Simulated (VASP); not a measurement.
**Ru: single point with PBEsol**

Crystal: Ru.

```
Ru
1.0
     3.59652    0.00000    0.00000
    -1.79826    3.11467    0.00000
     0.00000    0.00000    2.20171
Ru
3
Direct
  0.00000 0.00000 0.00000
  0.33333 0.66667 0.50000
  0.66667 0.33333 0.50000
```

```
Program             : VASP 6.6.1
Task                : single point
Functional          : PBEsol
Potentials or basis : VASP PAW PBE potentials, release 64 (Ru_pv)
Cutoff              : 520 eV
k mesh              : 10 × 10 × 14
Occupations         : fermi-dirac, width 0.1 eV
Spin                : no spin polarisation
```

```yaml
Pressure: 531.8 GPa
Band_gap_on_the_k_mesh: zero (band 21 reaches 26.99 eV, above the bottom of band 22 at 21.79 eV)
```

Stress tensor (GPa, compression positive):
```
533.10   0.00   0.00
  0.00 533.10   0.00
  0.00   0.00 529.16
```

Levels at points of the mesh, in eV from the Fermi level:
```
           k point  band 17  band 18  band 19  band 20  band 21  band 22  band 23  band 24  band 25  band 26
(0.00, 0.00, 0.00)    -5.90    -4.65    -4.65    -2.97    -2.97    -2.86    -2.86     3.98     3.98     9.77
(0.50, 0.00, 0.00)    -5.25    -4.67    -2.26    -2.19     1.29     1.88     1.95     1.96     2.34     2.99
(0.00, 0.00, 0.50)    -4.35    -3.62    -3.62     1.31     1.31     2.85     2.85     5.81     7.92     9.02
(0.50, 0.00, 0.50)    -4.58    -3.33    -1.56    -0.21     0.58     1.83     2.92     4.99     5.80     9.58
```

It took 120 s on 1 thread of AMD EPYC 7R13 (shared host), peak memory 0.15 GiB.

Caveat: the PAW data sets were made with another functional, which shifts forces and pressure a little.
